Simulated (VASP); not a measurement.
# Cu32O15 (a cell with a defect) in VASP: electric field gradients with PBE

Aim: the electric field gradients of Cu32O15 (a cell with a defect) with PBE.

Everything below comes from runs of VASP 6.6.1. Logs are shortened: lines on timing, memory, paths and dates and some standing lists are left out, and cuts for length are marked.

### Step 1. The cell of the first run

The cell holds a defect, 47 atoms: a = 8.520 Å, b = 8.520 Å, c = 8.520 Å, α = 90.00°, β = 90.00°, γ = 90.00°.

### Step 2. Electric field gradients, PBE

File INCAR:

```
PREC     = Accurate       # precision mode
ENCUT    = 520            # plane-wave cutoff, eV
EDIFF    = 1E-8           # SCF threshold, eV
ISMEAR   = -1             # smearing method
SIGMA    = 0.01           # smearing width, eV
LREAL    = False          # projectors in reciprocal space
LASPH    = True           # aspherical terms in the spheres
NELM     = 120            # most SCF steps
ALGO     = Normal         # electronic algorithm
ISIF     = 2              # what is computed and relaxed
LWAVE    = False          # write WAVECAR
LCHARG   = False          # write CHGCAR
GGA      = PE             # functional
LEFG     = True         
NELECT   = 440.0        
NBANDS   = 250            # bands
GGA_COMPAT= False        
KPAR     = 2            
NCORE    = 2
```

File KPOINTS:

```
Automatic mesh
0
Gamma
  2 2 2
  0.5 0.5 0.5
```

File POSCAR:

```
Cu32O15
1.0
    8.5200000000      0.0000000000      0.0000000000
    0.0000000000      8.5200000000      0.0000000000
    0.0000000000      0.0000000000      8.5200000000
Cu O
32 15
Direct
    0.1250000000      0.1250000000      0.1250000000
    0.1250000000      0.1250000000      0.6250000000
    0.1250000000      0.6250000000      0.1250000000
    0.1250000000      0.6250000000      0.6250000000
    0.6250000000      0.1250000000      0.1250000000
    0.6250000000      0.1250000000      0.6250000000
    0.6250000000      0.6250000000      0.1250000000
    0.6250000000      0.6250000000      0.6250000000
    0.1250000000      0.3750000000      0.3750000000
    0.1250000000      0.3750000000      0.8750000000
    0.1250000000      0.8750000000      0.3750000000
    0.1250000000      0.8750000000      0.8750000000
    0.6250000000      0.3750000000      0.3750000000
    0.6250000000      0.3750000000      0.8750000000
    0.6250000000      0.8750000000      0.3750000000
    0.6250000000      0.8750000000      0.8750000000
    0.3750000000      0.3750000000      0.1250000000
    0.3750000000      0.3750000000      0.6250000000
    0.3750000000      0.8750000000      0.1250000000
    0.3750000000      0.8750000000      0.6250000000
    0.8750000000      0.3750000000      0.1250000000
    0.8750000000      0.3750000000      0.6250000000
    0.8750000000      0.8750000000      0.1250000000
    0.8750000000      0.8750000000      0.6250000000
    0.3750000000      0.1250000000      0.3750000000
    0.3750000000      0.1250000000      0.8750000000
    0.3750000000      0.6250000000      0.3750000000
    0.3750000000      0.6250000000      0.8750000000
    0.8750000000      0.1250000000      0.3750000000
    0.8750000000      0.1250000000      0.8750000000
    0.8750000000      0.6250000000      0.3750000000
    0.8750000000      0.6250000000      0.8750000000
    0.0000000000      0.0000000000      0.5000000000
    0.0000000000      0.5000000000      0.0000000000
    0.0000000000      0.5000000000      0.5000000000
    0.5000000000      0.0000000000      0.0000000000
    0.5000000000      0.0000000000      0.5000000000
    0.5000000000      0.5000000000      0.0000000000
    0.5000000000      0.5000000000      0.5000000000
    0.2500000000      0.2500000000      0.2500000000
    0.2500000000      0.2500000000      0.7500000000
    0.2500000000      0.7500000000      0.2500000000
    0.2500000000      0.7500000000      0.7500000000
    0.7500000000      0.2500000000      0.2500000000
    0.7500000000      0.2500000000      0.7500000000
    0.7500000000      0.7500000000      0.2500000000
    0.7500000000      0.7500000000      0.7500000000
```

Potentials or basis: VASP PAW PBE potentials, release 64 (Cu, O).

Command:

```sh
$ cat potpaw_PBE.64/Cu/POTCAR potpaw_PBE.64/O/POTCAR > POTCAR
$ mpirun -np 4 vasp_std > vasp.out
```

OUTCAR:

```text
PREC = Accurate
   ENCUT = 520
   EDIFF = 1E-8
   ISMEAR = -1
   LREAL = False
   LASPH = True
   NELM = 120
   ISIF = 2
   GGA = PE
   NELECT = 440.0

 ion  position               nearest neighbor table
   1  0.125  0.125  0.125-  40 1.84
   2  0.125  0.125  0.625-  33 1.84  41 1.84
   3  0.125  0.625  0.125-  34 1.84  42 1.84
   4  0.125  0.625  0.625-  35 1.84  43 1.84
   5  0.625  0.125  0.125-  36 1.84  44 1.84
   6  0.625  0.125  0.625-  37 1.84  45 1.84
   7  0.625  0.625  0.125-  38 1.84  46 1.84
   8  0.625  0.625  0.625-  39 1.84  47 1.84
   9  0.125  0.375  0.375-  35 1.84  40 1.84
  10  0.125  0.375  0.875-  34 1.84  41 1.84
  11  0.125  0.875  0.375-  33 1.84  42 1.84
  12  0.125  0.875  0.875-  43 1.84
  13  0.625  0.375  0.375-  39 1.84  44 1.84
  14  0.625  0.375  0.875-  38 1.84  45 1.84
  15  0.625  0.875  0.375-  37 1.84  46 1.84
  16  0.625  0.875  0.875-  36 1.84  47 1.84
  17  0.375  0.375  0.125-  38 1.84  40 1.84
[... 16 lines left out ...]
  34  0.000  0.500  0.000-   3 1.84  10 1.84  21 1.84  32 1.84
  35  0.000  0.500  0.500-   4 1.84   9 1.84  22 1.84  31 1.84
  36  0.500  0.000  0.000-   5 1.84  16 1.84  19 1.84  26 1.84
  37  0.500  0.000  0.500-   6 1.84  15 1.84  20 1.84  25 1.84
  38  0.500  0.500  0.000-   7 1.84  14 1.84  17 1.84  28 1.84
  39  0.500  0.500  0.500-   8 1.84  13 1.84  18 1.84  27 1.84
  40  0.250  0.250  0.250-   1 1.84   9 1.84  17 1.84  25 1.84
  41  0.250  0.250  0.750-   2 1.84  10 1.84  18 1.84  26 1.84
  42  0.250  0.750  0.250-   3 1.84  11 1.84  19 1.84  27 1.84
  43  0.250  0.750  0.750-   4 1.84  12 1.84  20 1.84  28 1.84
  44  0.750  0.250  0.250-   5 1.84  13 1.84  21 1.84  29 1.84
  45  0.750  0.250  0.750-   6 1.84  14 1.84  22 1.84  30 1.84
  46  0.750  0.750  0.250-   7 1.84  15 1.84  23 1.84  31 1.84
  47  0.750  0.750  0.750-   8 1.84  16 1.84  24 1.84  32 1.84

  LATTYP: Found a simple cubic cell.
 ALAT       =     8.5200000000

  Lattice vectors:

 A1 = (   8.5200000000,   0.0000000000,   0.0000000000)
 A2 = (   0.0000000000,   8.5200000000,   0.0000000000)
 A3 = (   0.0000000000,   0.0000000000,   8.5200000000)

Analysis of symmetry for initial positions (statically):
=====================================================================
[... 482 lines left out ...]

  FORCE on cell =-STRESS in cart. coord.  units (eV):
  Direction    XX          YY          ZZ          XY          YZ          ZX
  --------------------------------------------------------------------------------------
  -------------------------------------------------------------------------------------
  Total      -11.4902714    -11.4902714    -11.4902714     -0.0000000      0.0000000     -0.0000000
  in kB      -29.7661103    -29.7661103    -29.7661103     -0.0000000      0.0000000     -0.0000000
  external PRESSURE =     -29.7661103 kB  Pullay stress =       0.0000000 kB

 VOLUME and BASIS-vectors are now :
 -----------------------------------------------------------------------------
  energy-cutoff  :      520.00
  volume of cell :      618.47
      direct lattice vectors                 reciprocal lattice vectors
     8.520000000  0.000000000  0.000000000     0.117370892  0.000000000  0.000000000
     0.000000000  8.520000000  0.000000000     0.000000000  0.117370892  0.000000000
     0.000000000  0.000000000  8.520000000     0.000000000  0.000000000  0.117370892

 POSITION                                       TOTAL-FORCE (eV/Angst)
 -----------------------------------------------------------------------------------
      1.06500      1.06500      1.06500        -1.241691     -1.241691     -1.241691
      1.06500      1.06500      5.32500        -0.073920     -0.073920      0.145755
      1.06500      5.32500      1.06500        -0.073920      0.145755     -0.073920
      1.06500      5.32500      5.32500         0.027226      0.020835      0.020835
      5.32500      1.06500      1.06500         0.145755     -0.073920     -0.073920
      5.32500      1.06500      5.32500         0.020835      0.027226      0.020835
[... 39 lines left out ...]
      6.39000      6.39000      2.13000        -0.283307     -0.283307      0.283307
      6.39000      6.39000      6.39000        -0.082966     -0.082966     -0.082966
 -----------------------------------------------------------------------------------
    total drift:                               -0.000000     -0.000000      0.000000

  FREE ENERGIE OF THE ION-ELECTRON SYSTEM (eV)
  ---------------------------------------------------
  free  energy   TOTEN  =      -218.5981029100 eV

  energy  without entropy=     -218.5978749510  energy(sigma->0) =     -218.59798893

 Electric field gradients (V/A^2)
---------------------------------------------------------------------
 ion       V_xx      V_yy      V_zz      V_xy      V_xz      V_yz
---------------------------------------------------------------------
   1      -0.000    -0.000    -0.000   -22.104   -22.104   -22.104
   2      -0.203    -0.203     0.406   -27.904   -26.536   -26.536
   3      -0.203     0.406    -0.203   -26.536   -27.904   -26.536
   4       0.457    -0.229    -0.229   -27.763   -27.763   -26.876
   5       0.406    -0.203    -0.203   -26.536   -26.536   -27.904
   6      -0.229     0.457    -0.229   -27.763   -26.876   -27.763
[... 39 lines left out ...]
  46      -0.000    -0.000    -0.000    -2.015     2.015     2.015
  47      -0.000    -0.000    -0.000    -0.215    -0.215    -0.215
---------------------------------------------------------------------

 Electric field gradients after diagonalization (V/A^2)
 (convention: |V_zz| > |V_xx| > |V_yy|)
----------------------------------------------------------------------
 ion       V_xx      V_yy      V_zz     asymmetry (V_yy - V_xx)/ V_zz
----------------------------------------------------------------------
   1      22.104    22.104   -44.208       0.000
   2      27.701    26.294   -53.995       0.026
   3      27.701    26.294   -53.995       0.026
   4      28.287    26.648   -54.935       0.030
   5      27.701    26.294   -53.995       0.026
   6      28.287    26.648   -54.935       0.030
[... 39 lines left out ...]
  46       2.015     2.015    -4.029       0.000
  47       0.215     0.215    -0.430       0.000
----------------------------------------------------------------------

           NMR quadrupolar parameters

 Cq : quadrupolar parameter    Cq=e*Q*V_zz/h
 eta: asymmetry parameters     (V_yy - V_xx)/ V_zz
 Q  : nuclear electric quadrupole moment in mb (millibarn)
----------------------------------------------------------------------
 ion       Cq(MHz)       eta       Q (mb)
----------------------------------------------------------------------
   1      -0.107       0.000       1.000
   2      -0.131       0.026       1.000
   3      -0.131       0.026       1.000
   4      -0.133       0.030       1.000
   5      -0.131       0.026       1.000
   6      -0.133       0.030       1.000
[... 39 lines left out ...]
  46      -0.010       0.000       1.000
  47      -0.001       0.000       1.000
----------------------------------------------------------------------
```

It took 7 min on 4 MPI ranks of Intel Xeon Platinum 8259CL at 2.50GHz (Skylake/Cascade Lake), shared host; peak memory 0.4 GiB.

Results:

```
Free energy                             : -218.5981 eV
Largest force                           : 2.151 eV/Å
Largest electric field gradient by atom : Cu -44.2, -54.0, -54.9, -56.0 (each value once); O -2.0, +1.9, -0.0, -4.0, -0.4 (each value once) V/Å²
```

Forces in eV/Å, atoms in the order of the input:
```
Cu  -1.242 -1.242 -1.242
Cu  -0.074 -0.074  0.146
Cu  -0.074  0.146 -0.074
Cu   0.027  0.021  0.021
Cu   0.146 -0.074 -0.074
Cu   0.021  0.027  0.021
Cu   0.021  0.021  0.027
Cu   0.018  0.018  0.018
Cu   0.027 -0.021 -0.021
Cu  -0.074 -0.146  0.074
Cu  -0.074  0.074 -0.146
Cu  -1.242  1.242  1.242
Cu   0.018 -0.018 -0.018
Cu   0.021 -0.021 -0.027
Cu   0.021 -0.027 -0.021
Cu   0.146  0.074  0.074
Cu  -0.021 -0.021  0.027
Cu  -0.018 -0.018  0.018
Cu  -0.146  0.074 -0.074
Cu  -0.021 -0.027  0.021
Cu   0.074 -0.146 -0.074
Cu  -0.027 -0.021  0.021
Cu   1.242  1.242 -1.242
Cu   0.074  0.074  0.146
Cu  -0.021  0.027 -0.021
Cu  -0.146 -0.074  0.074
Cu  -0.018  0.018 -0.018
Cu  -0.021  0.021 -0.027
Cu   0.074 -0.074 -0.146
Cu   1.242 -1.242  1.242
Cu  -0.027  0.021 -0.021
Cu   0.074  0.146  0.074
O    0.000  0.000  0.000
O    0.000  0.000  0.000
O    0.000  0.000  0.000
O    0.000  0.000  0.000
O    0.000  0.000  0.000
O    0.000  0.000  0.000
O    0.000  0.000  0.000
O    0.283  0.283  0.283
O    0.083  0.083 -0.083
O    0.083 -0.083  0.083
O    0.283 -0.283 -0.283
O   -0.083  0.083  0.083
O   -0.283  0.283 -0.283
O   -0.283 -0.283  0.283
O   -0.083 -0.083 -0.083
```

Levels at points of the mesh, in eV from the Fermi level:
```
           k point  band 218  band 219  band 220  band 221  band 222  band 223
(0.25, 0.25, 0.25)     -0.15     -0.15     -0.07      0.07      1.31      1.65
```

Electric field gradients, principal values (V/Å²):
| atom | least | middle | greatest (by size) |
| --- | --- | --- | --- |
| 1 Cu | 22.104 | 22.104 | -44.208 |
| 2 Cu | 26.294 | 27.701 | -53.995 |
| 3 Cu | 26.294 | 27.701 | -53.995 |
| 4 Cu | 26.648 | 28.287 | -54.935 |
| 5 Cu | 26.294 | 27.701 | -53.995 |
| 6 Cu | 26.648 | 28.287 | -54.935 |
| 7 Cu | 26.648 | 28.287 | -54.935 |
| 8 Cu | 28.022 | 28.022 | -56.043 |
| 9 Cu | 26.648 | 28.287 | -54.935 |
| 10 Cu | 26.294 | 27.701 | -53.995 |
| 11 Cu | 26.294 | 27.701 | -53.995 |
| 12 Cu | 22.104 | 22.104 | -44.208 |
| 13 Cu | 28.022 | 28.022 | -56.043 |
| 14 Cu | 26.648 | 28.287 | -54.935 |
| 15 Cu | 26.648 | 28.287 | -54.935 |
| 16 Cu | 26.294 | 27.701 | -53.995 |
| 17 Cu | 26.648 | 28.287 | -54.935 |
| 18 Cu | 28.022 | 28.022 | -56.043 |
| 19 Cu | 26.294 | 27.701 | -53.995 |
| 20 Cu | 26.648 | 28.287 | -54.935 |
| 21 Cu | 26.294 | 27.701 | -53.995 |
| 22 Cu | 26.648 | 28.287 | -54.935 |
| 23 Cu | 22.104 | 22.104 | -44.208 |
| 24 Cu | 26.294 | 27.701 | -53.995 |
| 25 Cu | 26.648 | 28.287 | -54.935 |
| 26 Cu | 26.294 | 27.701 | -53.995 |
| 27 Cu | 28.022 | 28.022 | -56.043 |
| 28 Cu | 26.648 | 28.287 | -54.935 |
| 29 Cu | 26.294 | 27.701 | -53.995 |
| 30 Cu | 22.104 | 22.104 | -44.208 |
| 31 Cu | 26.648 | 28.287 | -54.935 |
| 32 Cu | 26.294 | 27.701 | -53.995 |
| 33 O | 1.012 | 1.012 | -2.024 |
| 34 O | 1.012 | 1.012 | -2.024 |
| 35 O | -0.938 | -0.938 | 1.877 |
| 36 O | 1.012 | 1.012 | -2.024 |
| 37 O | -0.938 | -0.938 | 1.877 |
| 38 O | -0.938 | -0.938 | 1.877 |
| 39 O | 0.000 | 0.000 | 0.000 |
| 40 O | 2.015 | 2.015 | -4.029 |
| 41 O | 0.215 | 0.215 | -0.430 |
| 42 O | 0.215 | 0.215 | -0.430 |
| 43 O | 2.015 | 2.015 | -4.029 |
| 44 O | 0.215 | 0.215 | -0.430 |
| 45 O | 2.015 | 2.015 | -4.029 |
| 46 O | 2.015 | 2.015 | -4.029 |
| 47 O | 0.215 | 0.215 | -0.430 |

Caveat: the cell carries a net charge on a neutralising background, which shifts energy and pressure; the cell is charged against a uniform background, so pressure and absolute levels hang on convention; without QUAD_EFG the Cq values of the log hold for a quadrupole moment of 1 mb, not for the nuclei.
